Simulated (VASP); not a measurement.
# MoS2: single point with PBE

Crystal: MoS2.

```xyz
3
Lattice="1.6136 0.9316 6.2955 -1.6136 0.9316 6.2955 0.0000 -1.8632 6.2955" Properties=species:S:1:pos:R:3 pbc="T T T"
Mo    0.0000    0.0000    0.0018
S     0.0000    0.0000    4.7177
S     0.0000    0.0000    7.8778
```

This cell differs from its parent crystal: volume changed by +5%.

```
Program                : VASP 6.6.1
Task                   : single point
Functional             : PBE
Potentials or basis    : VASP PAW PBE potentials, release 64 (Mo_sv, S)
Cutoff                 : 520 eV
k mesh                 : 4 × 4 × 4
Occupations            : gaussian, width 0.01 eV
Spin                   : no spin polarisation
Dipole correction      : no
Further INCAR settings : ALGO = Normal; EDIFF = 1e-06; NBANDS = 20
```

```json
{
  "Pressure": "-4.7 GPa",
  "Largest force": "0.663 eV/Å",
  "Band gap on the k mesh": "1.23 eV, indirect (least direct gap 2.05 eV)"
}
```

Forces in eV/Å, atoms in the order of the input:
```
Mo   0.000  0.000 -0.002
S    0.000  0.000  0.663
S    0.000  0.000 -0.661
```

Stress tensor (GPa, compression positive):
```
-5.01  0.00  0.00
 0.00 -5.01  0.00
 0.00  0.00 -4.10
```

Levels at points of the mesh, in eV from the valence-band top:
```csv
k point,band 11,band 12,band 13,band 14,band 15,band 16
"(0.00, 0.00, 0.00)",-2.09,-1.21,-0.96,1.97,1.97,2.27
"(0.50, 0.00, 0.00)",-2.23,-1.55,-1.29,1.52,1.93,3.30
"(0.50, 0.50, 0.00)",-2.72,-1.71,-1.16,1.49,2.03,2.93
"(0.50, 0.50, 0.50)",-2.07,-2.07,0.00,2.05,2.05,2.16
```

Run time: 39 s on 1 thread of Intel(R) Xeon(R) Platinum 8488C (Sapphire Rapids), with other jobs on the host, peak memory 0.32 GiB.

Caveat: the k points lie up to 0.57 Å⁻¹ apart. A k mesh can miss the band edges.
